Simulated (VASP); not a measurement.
# B5P3 (I4/mmm) in VASP: further runs

The runs below take B5P3 through single point, with PBE.

Everything below comes from runs of VASP 6.6.1. Logs are shortened: lines on timing, memory, paths and dates and some standing lists are left out, and cuts for length are marked.

## (1) The cell of the first run

Symmetry: I4/mmm, No. 139, tetragonal system. Conventional cell: a = 4.953 Å, b = 4.953 Å, c = 5.854 Å, α = 90.00°, β = 90.00°, γ = 90.00°. B (site symmetry 2/m) has 8 B at 2.28 to 2.93 Å and 6 P at 2.28 Å within 3.0 Å. B (site symmetry 4/mmm) has 8 B at 2.28 Å and 6 P at 2.48 to 2.93 Å within 3.0 Å. P (site symmetry mmm) has 10 B at 2.28 to 2.48 Å and 4 P at 2.48 to 2.93 Å within 3.0 Å. P (site symmetry 4/mmm) has 10 B at 2.28 to 2.93 Å and 4 P at 2.48 Å within 3.0 Å.

The cell was built from a structure type or drawn by symmetry, and may not be a known phase.

## (2) Single point, PBE

Contents of INCAR:

```
ALGO     = Normal         # electronic algorithm
EDIFF    = 1E-7           # SCF threshold, eV
ENCUT    = 520            # plane-wave cutoff, eV
GGA      = PE             # functional
ISIF     = 2              # what is computed and relaxed
ISMEAR   = 0              # smearing method
LASPH    = True           # aspherical terms in the spheres
LCHARG   = False          # write CHGCAR
LREAL    = False          # projectors in reciprocal space
LWAVE    = False          # write WAVECAR
NBANDS   = 25             # bands
NELM     = 80             # most SCF steps
PREC     = Accurate       # precision mode
SIGMA    = 0.1            # smearing width, eV
```

Contents of KPOINTS:

```
k-points
0
Gamma
  4 4 4
```

Contents of POSCAR:

```
B5P3
1.0
   -2.4762886534      2.4762886534      2.9270205424
    2.4762886534     -2.4762886534      2.9270205424
    2.4762886534      2.4762886534     -2.9270205424
B P
5 3
Direct
    0.5000000000      0.5000000000      0.5000000000
    0.0000000000      0.0000000000      0.5000000000
    0.5000000000      0.0000000000      0.0000000000
    0.0000000000      0.5000000000      0.0000000000
    0.0000000000      0.0000000000      0.0000000000
    0.5000000000      0.0000000000      0.5000000000
    0.0000000000      0.5000000000      0.5000000000
    0.5000000000      0.5000000000      0.0000000000
```

Potentials or basis: VASP PAW PBE potentials, release 64 (B, P).

Run with:

```console
cat potpaw_PBE.64/B/POTCAR potpaw_PBE.64/P/POTCAR > POTCAR
mpirun -np 1 vasp_std > vasp.out
```

OUTCAR:

```text
EDIFF = 1E-7
   ENCUT = 520
   GGA = PE
   ISIF = 2
   ISMEAR = 0
   LASPH = True
   LREAL = False
   NELM = 80
   PREC = Accurate

 ion  position               nearest neighbor table
   1  0.500  0.500  0.500-   6 2.28   7 2.28   8 2.28   8 2.28   6 2.28   7 2.28
   2  0.000  0.000  0.500-   6 2.28   7 2.28   8 2.28   7 2.28   6 2.28   8 2.28
   3  0.500  0.000  0.000-   6 2.28   7 2.28   8 2.28   6 2.28   8 2.28   7 2.28
   4  0.000  0.500  0.000-   6 2.28   7 2.28   8 2.28   7 2.28   8 2.28   6 2.28
   5  0.000  0.000  0.000-   6 2.48   7 2.48   7 2.48   6 2.48
   6  0.500  0.000  0.500-   1 2.28   2 2.28   3 2.28   4 2.28   3 2.28   1 2.28   2 2.28   4 2.28
                             8 2.48   5 2.48   5 2.48   8 2.48   7 2.93   7 2.93
   7  0.000  0.500  0.500-   1 2.28   2 2.28   3 2.28   4 2.28   4 2.28   2 2.28   1 2.28   3 2.28
                             5 2.48   5 2.48   8 2.48   8 2.48   6 2.93   6 2.93
   8  0.500  0.500  0.000-   1 2.28   2 2.28   3 2.28   4 2.28   1 2.28   3 2.28   4 2.28   2 2.28
                             6 2.48   6 2.48   7 2.48   7 2.48

  LATTYP: Found a body centered tetragonal cell.
 ALAT       =     4.9525773068
 C/A-ratio  =     1.1820191230

  Lattice vectors:

 A1 = (  -2.4762886534,   2.4762886534,   2.9270205424)
 A2 = (   2.4762886534,  -2.4762886534,   2.9270205424)
 A3 = (   2.4762886534,   2.4762886534,  -2.9270205424)

Analysis of symmetry for initial positions (statically):
=====================================================================
 Subroutine PRICEL returns:
 Original cell was already a primitive cell.

 Routine SETGRP: Setting up the symmetry group for a
 body centered tetragonal supercell.

 Subroutine GETGRP returns: Found 16 space group operations
 (whereof 16 operations were pure point group operations)
 out of a pool of 16 trial point group operations.

The static configuration has the point symmetry D_4h.

Analysis of symmetry for dynamics (positions and initial velocities):
=====================================================================
 Subroutine PRICEL returns:
 Original cell was already a primitive cell.

 Routine SETGRP: Setting up the symmetry group for a
 body centered tetragonal supercell.

 Subroutine GETGRP returns: Found 16 space group operations
 (whereof 16 operations were pure point group operations)
 out of a pool of 16 trial point group operations.

The dynamic configuration has the point symmetry D_4h.

 Subroutine INISYM returns: Found 16 space group operations
 (whereof 16 operations are pure point group operations),
 and found     1 'primitive' translations

----------------------------------------------------------------------------------------

                                     Primitive cell

  volume of cell :      71.7940

  direct lattice vectors                    reciprocal lattice vectors
    -2.476288653  2.476288653  2.927020542     0.000000000  0.201915071  0.170822170
     2.476288653 -2.476288653  2.927020542     0.201915071  0.000000000  0.170822170
     2.476288653  2.476288653 -2.927020542     0.201915071  0.201915071  0.000000000

  length of vectors
     4.564149455  4.564149455  4.564149455     0.264480452  0.264480452  0.285551032

  position of ions in fractional coordinates (direct lattice)
     0.500000000  0.500000000  0.500000000
     1.000000000  1.000000000  0.500000000
     0.500000000  0.000000000  0.000000000
     0.000000000  0.500000000  0.000000000
     0.000000000  0.000000000  0.000000000
     0.500000000  0.000000000  0.500000000
     0.000000000  0.500000000  0.500000000
     0.500000000  0.500000000  0.000000000

  ion indices of the primitive-cell ions
   primitive index   ion index
                 1           1
                 2           2
                 3           3
                 4           4
                 5           5
                 6           6
                 7           7
                 8           8

----------------------------------------------------------------------------------------

 KPOINTS: k-points

Automatic generation of k-mesh.
 Grid dimensions read from file:
 generate k-points for:    4    4    4

 Generating k-lattice:

  Cartesian coordinates                     Fractional coordinates (reciprocal lattice)
     0.000000000  0.050478768  0.042705542     0.250000000  0.000000000 -0.000000000
     0.050478768  0.000000000  0.042705542     0.000000000  0.250000000 -0.000000000
     0.050478768  0.050478768  0.000000000     0.000000000  0.000000000  0.250000000

  Length of vectors
     0.066120113  0.066120113  0.071387758

  Shift w.r.t. Gamma in fractional coordinates (k-lattice)
     0.000000000  0.000000000  0.000000000

 Subroutine IBZKPT returns following result:
 ===========================================

 Found     13 irreducible k-points:

 Following reciprocal coordinates:
            Coordinates               Weight
  0.000000  0.000000  0.000000      1.000000
  0.250000  0.000000 -0.000000      8.000000
  0.500000  0.000000 -0.000000      4.000000
  0.250000  0.250000 -0.000000      8.000000
  0.500000  0.250000 -0.000000     16.000000
 -0.250000  0.250000  0.000000      4.000000
  0.500000  0.500000 -0.000000      2.000000
  0.250000  0.250000  0.250000      2.000000
 -0.250000  0.250000  0.250000      4.000000
  0.500000  0.500000  0.250000      4.000000
 -0.250000  0.500000  0.250000      8.000000
 -0.250000 -0.250000  0.250000      2.000000
  0.500000  0.500000  0.500000      1.000000
   k-points           NKPTS =     13   k-points in BZ     NKDIM =     13   number of bands    NBANDS=     25
   number of dos      NEDOS =    301   number of ions     NIONS =      8
   total plane-waves  NPLWV =  46656
   dimension x,y,z NGX =    36 NGY =   36 NGZ =   36
   dimension x,y,z NGXF=    72 NGYF=   72 NGZF=   72
   ions per type =               5   3
   NGX,Y,Z   is equivalent  to a cutoff of  13.11, 13.11, 13.11 a.u.
   NGXF,Y,Z  is equivalent  to a cutoff of  26.23, 26.23, 26.23 a.u.
 SYSTEM =  unknown system
   PREC   = accura    normal or accurate (medium, high low for compatibility)
   ISTART =      0    job   : 0-new  1-cont  2-samecut
   ICHARG =      2    charge: 1-file 2-atom 10-const
   ISPIN  =      1    spin polarized calculation?
   LNONCOLLINEAR =      F non collinear calculations
   LSORBIT =      F    spin-orbit coupling
   LASPH  =      T    aspherical Exc in radial PAW
   ENCUT  =  520.0 eV  38.22 Ry    6.18 a.u.   8.49  8.49  8.49*2*pi/ulx,y,z
   NELM   =     80;   NELMIN=  2; NELMDL= -5     # of ELM steps
   EDIFF  = 0.1E-06   stopping-criterion for ELM
   LREAL  =      F    real-space projection
   EDIFFG = 0.1E-05   stopping-criterion for IOM
   NSW    =      0    number of steps for IOM
   IBRION =     -1    ionic relax: 0-MD 1-quasi-New 2-CG
   NFREE  =      0    steps in history (QN), initial steepest desc. (CG)
   ISIF   =      2    stress and relaxation
   ISYM   =      2    0-nonsym 1-usesym 2-fastsym
   POTIM  = 0.5000    time-step for ionic-motion
   TEBEG  =    0.0;   TEEND  =   0.0 temperature during run
   PSTRESS=    0.0 pullay stress
   NELECT =      30.0000    total number of electrons
   NUPDOWN=      -1.0000    fix difference up-down
   EMIN   =  10.00;   EMAX   =-10.00  energy-range for DOS
   EFERMI =   0.00;   METHOD = LEGACY
   ISMEAR =     0;   SIGMA  =   0.10  broadening in eV -4-tet -1-fermi 0-gaus
   EFERMI_NEDOS =   21; number of points for ismear=-14 and -15
   IALGO  =     38    algorithm
   IMIX   =      4    mixing-type and parameters
     AMIX     =   0.40;   BMIX     =  1.00
     AMIX_MAG =   1.60;   BMIX_MAG =  1.00
  volume/ion in A,a.u.               =       8.97        60.56
  Fermi-wavevector in a.u.,A,eV,Ry     =   1.223918  2.312871 20.381206  1.497976
  Thomas-Fermi vector in A             =   2.359012
   LORBIT       =      0    0 simple, 1 ext, 2 COOP (PROOUT), +10 PAW based schemes
   GGA     = PE    functional components
   LHFCALC =     F    Hartree Fock is set to
   AEXX    =    0.0000 exact exchange contribution
   IVDW    =     0    specifies the selected vdW correction
   LEPSILON=     F    determine dielectric tensor
   LRPA    =     F    only Hartree local field effects (RPA)
 non-spin polarized calculation
 Gauss-broadening in eV      SIGMA  =   0.10
  energy-cutoff  :      520.00
  volume of cell :       71.79
 maximum number of plane-waves:      1952
 NGX is ok and might be reduce to    36
   NGX = 17   NGY = 17   NGZ = 17

 number of electron      29.9999999 magnetization

 Free energy of the ion-electron system (eV)
  ---------------------------------------------------
  ext. energy  EPLUGINS =         0.00000000
  ---------------------------------------------------
  free energy    TOTEN  =       -36.95824488 eV

  energy without entropy =      -36.94241651  energy(sigma->0) =      -36.95033070

 E-fermi :  10.2774     XC(G=0): -12.2824

 val. band max:       10.2111088127   @ k =   0.5000   0.5000  -0.0000
 cond. band min:      10.3326853576   @ k =   0.5000   0.2500  -0.0000
 fundamental gap:      0.1215765448
 Fermi energy:        10.2774445035

 k-point     1 :       0.0000    0.0000    0.0000
  band No.  band energies     occupation
      1      -7.5259      2.00000
      2       0.2169      2.00000
      3       1.0091      2.00000
      4       1.0091      2.00000
      5       1.3258      2.00000
      6       1.4257      2.00000
[... 17 lines left out ...]
     24      17.3523      0.00000
     25      18.0274      0.00000

 k-point     2 :       0.2500    0.0000   -0.0000
  band No.  band energies     occupation
      1      -6.9748      2.00000
      2      -2.4733      2.00000
      3      -0.2508      2.00000
      4       0.6136      2.00000
      5       1.1929      2.00000
      6       1.9073      2.00000
[... 17 lines left out ...]
     24      16.1027      0.00000
     25      17.7014      0.00000
[... 278 lines left out ...]
     24      17.3351      0.00000
     25      17.3457      0.00000

 k-point    13 :       0.5000    0.5000    0.5000
  band No.  band energies     occupation
      1      -4.9348      2.00000
      2      -3.2933      2.00000
      3      -2.3767      2.00000
      4      -1.2921      2.00000
      5      -1.2921      2.00000
      6      -1.2793      2.00000
[... 17 lines left out ...]
     24      15.3175      0.00000
     25      15.3295      0.00000

------------------------ aborting loop because EDIFF is reached ----------------------------------------

  FORCE on cell =-STRESS in cart. coord.  units (eV):
  Direction    XX          YY          ZZ          XY          YZ          ZX
  --------------------------------------------------------------------------------------
  -------------------------------------------------------------------------------------
  Total       -0.1414471     -0.1414471     -0.2912635      0.0000000     -0.0000000      0.0000000
  in kB       -3.1565762     -3.1565762     -6.4999260      0.0000000     -0.0000000      0.0000000
  external PRESSURE =      -4.2710261 kB  Pullay stress =       0.0000000 kB

 VOLUME and BASIS-vectors are now :
 -----------------------------------------------------------------------------
  energy-cutoff  :      520.00
  volume of cell :       71.79
      direct lattice vectors                 reciprocal lattice vectors
    -2.476288653  2.476288653  2.927020542     0.000000000  0.201915071  0.170822170
     2.476288653 -2.476288653  2.927020542     0.201915071  0.000000000  0.170822170
     2.476288653  2.476288653 -2.927020542     0.201915071  0.201915071  0.000000000

 POSITION                                       TOTAL-FORCE (eV/Angst)
 -----------------------------------------------------------------------------------
      1.23814      1.23814      1.46351        -0.000000     -0.000000      0.000000
      1.23814      1.23814     -1.46351         0.000000     -0.000000      0.000000
     -1.23814      1.23814      1.46351         0.000000      0.000000      0.000000
      1.23814     -1.23814      1.46351         0.000000     -0.000000      0.000000
      0.00000      0.00000      0.00000         0.000000     -0.000000      0.000000
      0.00000      2.47629      0.00000        -0.000000      0.000000     -0.000000
      2.47629      0.00000      0.00000        -0.000000     -0.000000     -0.000000
      0.00000      0.00000      2.92702        -0.000000     -0.000000      0.000000
 -----------------------------------------------------------------------------------
    total drift:                               -0.000000      0.000000     -0.000000

  FREE ENERGIE OF THE ION-ELECTRON SYSTEM (eV)
  ---------------------------------------------------
  free  energy   TOTEN  =       -36.9582448835 eV

  energy  without entropy=      -36.9424165121  energy(sigma->0) =      -36.95033070
```

It took 22 s on 1 thread of AMD EPYC 9R45 (Zen 5), shared host; peak memory 0.16 GiB.

What came out:

| Item | Value |
| --- | --- |
| Free energy | -36.9582 eV |
| Pressure | -0.4 GPa |
| Band gap on the k mesh | zero (bands 15 and 16 overlap by 2.69 eV) |

Caveat: the k points lie up to 0.42 Å⁻¹ apart, too coarse for converged energies and pressures of a metal.

## (3) Single point, PBE

This run uses another cell than the first one, of 16.45 Å³/atom.

Contents of INCAR:

```
PREC = Accurate
ENCUT = 520
EDIFF = 1E-6
ISMEAR = 0
SIGMA = 0.1
LREAL = F
LASPH = T
NELM = 100
ALGO = Normal
ISIF = 2
LWAVE = F
LCHARG = F
GGA = PE
NBANDS = 25
```

Contents of KPOINTS:

```
regular mesh
0
Gamma
  4 4 4
```

Changes to POSCAR since step 2:

```diff
@@ -2,5 +2,5 @@
 1.0
-   -2.4762886534      2.4762886534      2.9270205424
-    2.4762886534     -2.4762886534      2.9270205424
-    2.4762886534      2.4762886534     -2.9270205424
+   -2.9427982700      2.9427982700      3.7987310000
+    2.9427982700     -2.9427982700      3.7987310000
+    2.9427982700      2.9427982700     -3.7987310000
 B P
```

Potentials or basis: VASP PAW PBE potentials, release 64 (B, P).

Run with:

```console
cat potpaw_PBE.64/B/POTCAR potpaw_PBE.64/P/POTCAR > POTCAR
mpirun -np 1 vasp_std > vasp.out
```

It took 30 s on 1 thread of AMD EPYC 9R45 (Zen 5), shared host; peak memory 0.22 GiB.

Results (log left out):

* Free energy: -29.7058 eV
* Pressure: -21.0 GPa
* Band gap on the k mesh: zero (bands 15 and 16 overlap by 1.45 eV)

Stress tensor (GPa, compression positive):
```
-21.17   0.00   0.00
  0.00 -21.17   0.00
  0.00   0.00 -20.65
```

Levels at points of the mesh, in eV from the Fermi level:
| k point | band 12 | band 13 | band 14 | band 15 | band 16 | band 17 | band 18 | band 19 |
| --- | --- | --- | --- | --- | --- | --- | --- | --- |
| (0.00, 0.00, 0.00) | -3.54 | -3.30 | -2.56 | -2.55 | 1.63 | 1.63 | 2.09 | 2.93 |
| (0.50, 0.00, 0.00) | -1.78 | -1.50 | -1.43 | 0.23 | 0.54 | 1.36 | 1.39 | 1.66 |
| (0.50, 0.50, 0.00) | -0.87 | -0.69 | -0.63 | -0.54 | -0.32 | -0.10 | 0.51 | 0.72 |
| (0.50, 0.50, 0.50) | -0.68 | -0.53 | 0.05 | 0.21 | 0.64 | 0.85 | 0.85 | 1.18 |

Caveat: the cell stands under tension.

## (4) Single point, PBE

This run uses another cell than the first one, of 9.05 Å³/atom.

Contents of INCAR:

```
SYSTEM = B5P3
PREC = Accurate ; ENCUT = 520
EDIFF = 1E-7 ; ISMEAR = 0
SIGMA = 0.1 ; LREAL = .False.
LASPH = .True. ; NELM = 100
ALGO = Normal ; ISIF = 2
LWAVE = .False. ; LCHARG = .False.
GGA = PE ; NBANDS = 25
```

Contents of KPOINTS:

```
regular mesh
0
Gamma
  6 6 6
  0 0 0
```

Changes to POSCAR since step 3:

```diff
@@ -2,5 +2,5 @@
 1.0
-   -2.9427982700      2.9427982700      3.7987310000
-    2.9427982700     -2.9427982700      3.7987310000
-    2.9427982700      2.9427982700     -3.7987310000
+   -2.5254031183      2.5254031183      2.8370758626
+    2.5254031183     -2.5254031183      2.8370758626
+    2.5254031183      2.5254031183     -2.8370758626
 B P
```

Run with:

```console
cat potpaw_PBE.64/B/POTCAR potpaw_PBE.64/P/POTCAR > POTCAR
mpirun -np 1 vasp_std > vasp.out
```

It took 39 s on 1 thread of AMD EPYC 9R45 (Zen 5), shared host; peak memory 0.18 GiB.

The run converged. Its results:

```yaml
Free_energy: -36.9566 eV
Pressure: -0.3 GPa
Band_gap_on_the_k_mesh: zero (bands 15 and 16 overlap by 3.02 eV)
```

Stress tensor (GPa, compression positive):
```
-0.37  0.00  0.00
 0.00 -0.37  0.00
 0.00  0.00 -0.13
```

Levels at points of the mesh, in eV from the Fermi level:
```csv
k point,band 12,band 13,band 14,band 15,band 16,band 17,band 18,band 19
"(0.00, 0.00, 0.00)",-5.74,-5.16,-3.11,0.56,0.56,1.55,4.44,5.02
"(0.50, 0.00, 0.00)",-2.13,-1.91,-1.40,-0.01,0.05,0.30,0.59,2.62
"(0.50, 0.50, 0.00)",-1.16,-1.12,-1.10,-0.94,-0.58,-0.38,-0.01,0.28
"(0.50, 0.50, 0.50)",-2.84,-2.58,-0.91,1.53,1.53,1.84,2.65,4.12
```

## (5) Summary

```tsv
cell	k mesh	gap on the mesh (eV)	pressure (GPa)
a = 4.564 Å, angles 114.3, 114.3, 100.2°, 8 atoms	4 × 4 × 4	none	-0.4
a = 5.635 Å, angles 117.0, 117.0, 95.2°, 8 atoms	4 × 4 × 4	none	-21.0
a = 4.561 Å, angles 112.8, 112.8, 103.1°, 8 atoms	6 × 6 × 6	none	-0.3
```

Alike in all rows: task single point; level PBE; potentials or basis VASP PAW PBE potentials, release 64 (B, P); no spin polarisation; cutoff (eV) 520; smearing gaussian 0.1 eV.

Caveats: some runs use coarse meshes; the cell stands under tension (at least some runs).

Total energies depend on the potentials used, so only differences within one code and one set of settings carry meaning.
